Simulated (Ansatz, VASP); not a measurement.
## Two plane-wave programs on Ta

Contents of INCAR:

```
PREC = Accurate
ENCUT = 500
EDIFF = 1E-6
ISMEAR = -1
SIGMA = 0.1
LREAL = False
LASPH = True
NELM = 120
ALGO = Normal
ISIF = 2
LWAVE = False
LCHARG = True
GGA = PE
LELF = True
LVHAR = True
NBANDS = 20
GGA_COMPAT = False
```

The input KPOINTS:

```
regular mesh
0
Gamma
  17 17 17
```

The input POSCAR:

```
Ta
1.0
   -2.2103386475      2.2103386475      1.2087069688
    2.2103386475     -2.2103386475      1.2087069688
    2.2103386475      2.2103386475     -1.2087069688
Ta
2
Direct
   -0.3750000000     -0.1250000000     -0.2500000000
    0.3750000000      0.1250000000      0.2500000000
```

Input for Ansatz:

```yaml
crystal:
  lattice:
    - [-2.2103386475, 2.2103386475, 1.2087069688]
    - [2.2103386475, -2.2103386475, 1.2087069688]
    - [2.2103386475, 2.2103386475, -1.2087069688]
  atoms:
    - { symbol: Ta, position: [-0.375, -0.125, -0.25] }
    - { symbol: Ta, position: [0.375, 0.125, 0.25] }
kpoints:
  mp_grid: { grid: [17, 17, 17] }
scf:
  occupations: { method: fermi_dirac, width: 0.1 }
hamiltonian:
  xc: pbe
  pseudopotentials: { kind: paw }
output:
  forces: true
  stress: true
  eigenvalues: true
  populations: true
```

Change from the starting cell: volume scaled by 0.6, PAW files.

Alike in both runs: task single point; functional PBE; k mesh 17 × 17 × 17; occupations fermi-dirac, width 0.1 eV; no spin polarisation.

|  | VASP | Ansatz |
| --- | --- | --- |
| version | VASP 6.6.1 | Ansatz 0.2.0 |
| potentials or method | VASP PAW PBE potentials, release 64 (Ta_sv_GW) | PAW with Ansatz's default frozen-core files, scalar-relativistic |
| plane-wave cutoff (eV) | 500 | 420 |
| valence electrons in the cell | 26 | 26 |

VASP gave:

| Item | Value |
| --- | --- |
| pressure (GPa) | 216.5 |
| traceless stress, the component that is largest in VASP (GPa) | -0.45 |

What did Ansatz give for the same quantities?

Pressure (GPa): 216.7; traceless stress, the component that is largest in VASP (GPa): 0.03.

Both programs put the cell under a high pressure, so it lies far from rest at this level.

Neither program's run includes spin-orbit coupling. Noted on VASP's run: the cell as given lies far from equilibrium.
